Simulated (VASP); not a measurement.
## InSb2: relaxation of cell and atoms with PBE

InSb2:

```
In Sb
1.0
     3.10827    1.79456    5.09700
    -3.10827    1.79456    5.09700
     0.00000   -3.58913    5.09700
In Sb
2 4
Direct
  0.12500 0.12500 0.12500
  0.87500 0.87500 0.87500
  0.50000 0.50000 0.00000
  0.00000 0.50000 0.50000
  0.50000 0.00000 0.50000
  0.50000 0.50000 0.50000
```

The cell was built from a structure type or drawn by symmetry, and may not be a known phase.

```
Program                : VASP 6.6.1
Task                   : relaxation of cell and atoms
Functional             : PBE
Potentials or basis    : VASP PAW PBE potentials, release 64 (In_d, Sb)
Cutoff                 : 600 eV
k mesh                 : 3 × 3 × 3
Occupations            : gaussian, width 0.1 eV
Spin                   : no spin polarisation
Dipole correction      : no
Further INCAR settings : ALGO = Normal; EDIFF = 1e-06; IBRION = 2; EDIFFG = -0.04; NSW = 90; ISIF = 3
```

```json
{"Relaxed volume": "31.18 Å³/atom", "Relaxed cell": "a = 6.966 Å, b = 6.966 Å, c = 6.966 Å, α = 50.79°, β = 50.79°, γ = 50.79°", "Space group after relaxing (to 0.1 Å)": "R-3m (No. 166)", "Energy gained by relaxing": "139.9 meV/atom", "Ionic steps": "12", "Pressure after relaxing": "0.0 GPa", "Largest force after relaxing": "0.028 eV/Å", "Band gap on the k mesh": "zero (bands 23 and 24 overlap by 0.08 eV)"}
```

Forces on the atoms (eV/Å):
```
In   0.000  0.000  0.028
In   0.000  0.000 -0.028
Sb   0.000  0.000  0.000
Sb   0.000  0.000  0.000
Sb   0.000  0.000  0.000
Sb   0.000  0.000  0.000
```

Step by step:
```
step  energy change (eV)  largest force (eV/Å)  pressure (GPa)  volume (Å³)
   1              0.0000                0.0197            4.21       170.59
   2             -0.2197                0.0319           -0.30       189.70
   3             -0.2204                0.0328           -0.09       188.60
   4             -0.2701                0.0725           -0.34       189.28
   5             -0.4968                0.0955           -1.01       191.05
   6             -0.7998                0.0428           -1.35       193.42
   7             -0.8119                0.0112           -1.19       193.82
   8             -0.8120                0.0219           -1.26       193.70
   9             -0.8230                0.0039           -0.23       189.49
  10             -0.8261                0.0096           -0.58       190.81
  11             -0.8349                0.0180           -0.35       189.16
  12             -0.8391                0.0285            0.00       187.06
```

Final structure:
```
In Sb
1.0
     2.98718    1.72465    6.05161
    -2.98718    1.72465    6.05161
     0.00000   -3.44930    6.05161
In Sb
2 4
Direct
  0.12624 0.12624 0.12624
  0.87376 0.87376 0.87376
  0.50000 0.50000 0.00000
  0.00000 0.50000 0.50000
  0.50000 0.00000 0.50000
  0.50000 0.50000 0.50000
```

Levels at points of the mesh, in eV from the Fermi level:
```csv
k point,band 19,band 20,band 21,band 22,band 23,band 24,band 25,band 26,band 27
"(0.00, 0.00, 0.00)",-3.89,-2.55,-2.18,-2.18,-0.12,-0.12,0.20,1.63,1.63
```

It took 4 min on 1 thread of Intel(R) Xeon(R) Platinum 8488C (Sapphire Rapids), with other jobs on the host, peak memory 0.37 GiB.

Caveat: the k points lie up to 0.42 Å⁻¹ apart in the final cell; semilocal functionals underestimate gaps, so a narrow gap can read as zero; spin-orbit coupling is left out, which moves the levels of the heavy elements.
